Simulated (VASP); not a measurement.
A run of VASP 6.6.1 is set up as follows.

The input INCAR:

```
SYSTEM = Si4S
PREC     = Accurate       ! precision mode
ENCUT    = 520            ! plane-wave cutoff, eV
EDIFF    = 1E-6           ! SCF threshold, eV
ISMEAR   = 0              ! smearing method
SIGMA    = 0.1            ! smearing width, eV
LREAL    = .False.        ! projectors in reciprocal space
LASPH    = .True.         ! aspherical terms in the spheres
NELM     = 100            ! most SCF steps
ALGO     = Normal         ! electronic algorithm
ISIF     = 2              ! what is computed and relaxed
LWAVE    = .False.        ! write WAVECAR
LCHARG   = .False.        ! write CHGCAR
GGA      = PE             ! functional
NBANDS   = 19             ! bands
```

The input KPOINTS:

```
regular mesh
0
Gamma
  12 12 6
  0 0 0
```

File POSCAR:

```
Si4S
1.0
    4.0331219543      0.0000000000      0.0000000000
   -2.0165609772      3.4927860689      0.0000000000
    0.0000000000      0.0000000000      6.6976223020
Si S
4 1
Direct
    0.3333333333      0.6666666667      0.7078971530
    0.6666666667      0.3333333333      0.7078971530
    0.6666666667      0.3333333333      0.2921028470
    0.3333333333      0.6666666667      0.2921028470
    0.0000000000      0.0000000000      0.0000000000
```

Potentials or basis: VASP PAW PBE potentials, release 64 (Si, S).

Run with:

```bash
$ cat potpaw_PBE.64/Si/POTCAR potpaw_PBE.64/S/POTCAR > POTCAR
$ mpirun -np 1 vasp_std > vasp.out
```

(1) What does it give for the pressure?

(2) What does it give for the band gap on the k mesh?

Answers

(1) -0.1 GPa.

(2) zero (band 11 reaches 7.68 eV, above the bottom of band 12 at 5.13 eV).
